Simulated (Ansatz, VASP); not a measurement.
One calculation of H6C2O, two programs

```
CELL_PARAMETERS angstrom
6.77081 0.00000 0.00000
0.00000 6.77081 0.00000
0.00000 0.00000 6.77081
ATOMIC_POSITIONS crystal
C 0.42790 0.51171 0.73701
C 0.48022 0.71038 0.82082
C 0.68851 0.31219 0.27952
C 0.50933 0.18270 0.28377
C 0.09588 0.13348 0.72042
C 0.99476 0.26854 0.86577
C 0.05730 0.86198 0.23120
C 0.07101 0.66662 0.33928
O 0.65123 0.69224 0.94191
O 0.51576 0.04969 0.11906
O 0.87297 0.40528 0.76122
O 0.98176 0.69211 0.52439
H 0.66670 0.81783 0.01305
H 0.50642 0.81940 0.70174
H 0.35364 0.76507 0.91000
H 0.29163 0.52535 0.64944
H 0.54831 0.45438 0.64387
H 0.40392 0.40296 0.85615
H 0.38844 0.98081 0.11660
H 0.50222 0.09855 0.42382
H 0.37386 0.27438 0.27445
H 0.68840 0.41326 0.40679
H 0.82457 0.22398 0.28930
H 0.69068 0.40271 0.14486
H 0.81444 0.50424 0.85248
H 0.90297 0.18044 0.96802
H 0.10527 0.35052 0.95505
H 0.20883 0.04398 0.79677
H 0.99218 0.03053 0.64887
H 0.17365 0.21956 0.60645
H 0.95739 0.56405 0.59395
H 0.99662 0.54996 0.25178
H 0.22917 0.62205 0.35317
H 0.10960 0.84931 0.07752
H 0.90208 0.91118 0.22724
H 0.14070 0.97706 0.31110
```

Alike in both runs: functional PBEsol; k mesh 1 × 1 × 1; occupations fermi-dirac, width 0.02 eV; no spin polarisation.

Ansatz relaxed the structure, and its values are those at the end. VASP's run is a single point on that final structure, the one shown.

```csv
,VASP,Ansatz
version,VASP 6.6.1,Ansatz 0.2.0
potentials or method,"VASP PAW PBE potentials, release 64 (C, O, H), cutoff 520 eV","scalar-relativistic, plane waves, PAW"
valence electrons in the cell,80,80
```

```tsv
	VASP	Ansatz	Ansatz less VASP
rms of the force components (eV/Å)	0.053	0.051	-0.0015
```

VASP's potentials were made for PBE, not for PBEsol.
